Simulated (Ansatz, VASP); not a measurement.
## Ir in VASP and in Ansatz

```
Ir
1.0
     2.49066   -0.05939    0.07157
    -1.29676    2.28867   -0.10344
     0.11596   -0.12656    4.60920
Ir
2
Cartesian
  1.2086 0.6958 3.4811
  0.1013 1.4069 1.0963
```

Change from the starting cell: all atoms moved at random, sigma 0.15 Å a component, cell strained at random, sigma 0.06.

Alike in both runs: task single point; functional r2SCAN; k mesh 12 × 12 × 8; occupations gaussian, width 0.15 eV; no spin polarisation.

|  | VASP | Ansatz |
| --- | --- | --- |
| version | VASP 6.6.1 | Ansatz 0.2.0 |
| potentials or method | VASP PAW PBE potentials, release 64 (Ir), cutoff 520 eV | scalar-relativistic, plane waves, PAW |
| valence electrons in the cell | 18 | 34 |

|  | VASP | Ansatz | Ansatz less VASP |
| --- | --- | --- | --- |
| gap on the k mesh at the Fermi level (eV) | none | none | - |
| pressure (GPa) | 63.5 | 59.1 | -4.43 |
| traceless stress, the component that is largest in VASP (GPa) | 37.99 | 37.41 | -0.573 |
| rms of the force components (eV/Å) | 0.992 | 0.966 | -0.0258 |

VASP's potentials were made for PBE, not for r2SCAN. Atom by atom the forces differ by 0.028 eV/Å (rms over components). A gap of «none» marks a metal or a gap that the smearing closes. Both programs put the cell under a high pressure, so it lies far from rest at this level. With one functional, cell and mesh, what is left measures potentials, basis and numerics. VASP's potentials hold 18 valence electrons a cell and Ansatz's 34, so a difference there can come from the potentials and not from the codes.

Spin-orbit coupling is off throughout. Noted on VASP's run: the cell as given lies far from equilibrium.
